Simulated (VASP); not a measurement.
A run of VASP 6.6.1:

The input POSCAR:

```
MgS
1.0
    3.7169320705      0.0000000000      0.0000000000
   -1.8584660353      3.2189575972      0.0000000000
    0.0000000000      0.0000000000      6.2679230924
Mg S
2 2
Direct
    0.0000000000      0.0000000000      0.0000000000
    0.0000000000      0.0000000000      0.5000000000
    0.3333333333      0.6666666667      0.2500000000
    0.6666666667      0.3333333333      0.7500000000
```

INCAR.step1

```
  ALGO = Normal
  EDIFF = 1E-4
  ENCUT = 520
  GGA = PE
  ISMEAR = 0
  LASPH = T
  LCHARG = F
  LREAL = F
  LWAVE = T
  NBANDS = 16
  NELM = 80
  PREC = Accurate
  SIGMA = 0.01
```

File INCAR.step2:

```
  ALGO = Normal
  EDIFF = 1E-6
  ENCUT = 520
  ISIF = 2
  ISMEAR = 0
  ISTART = 1
  LASPH = T
  LCHARG = F
  LMIXTAU = T
  LREAL = F
  LWAVE = F
  METAGGA = R2SCAN
  NBANDS = 16
  NELM = 80
  PREC = Accurate
  SIGMA = 0.01
```

KPOINTS

```
k-points
0
Gamma
  6 6 4
```

Potentials or basis: VASP PAW PBE potentials, release 64 (Mg, S).

The run is started by

```bash
$ cat potpaw_PBE.64/Mg/POTCAR potpaw_PBE.64/S/POTCAR > POTCAR
$ cp INCAR.step1 INCAR
$ mpirun -np 1 vasp_std > vasp.out
$ cp INCAR.step2 INCAR
$ mpirun -np 1 vasp_std > vasp.out
```

Hardware: 1 thread of Intel(R) Xeon(R) 6975P-C (Granite Rapids) (shared host).

**Question.** Estimate the wall time of this run.

**Answer.** Wall time 54 s on 1 thread of Intel(R) Xeon(R) 6975P-C (Granite Rapids), with other jobs on the host, peak memory 0.2 GiB. Counts: k points 21.
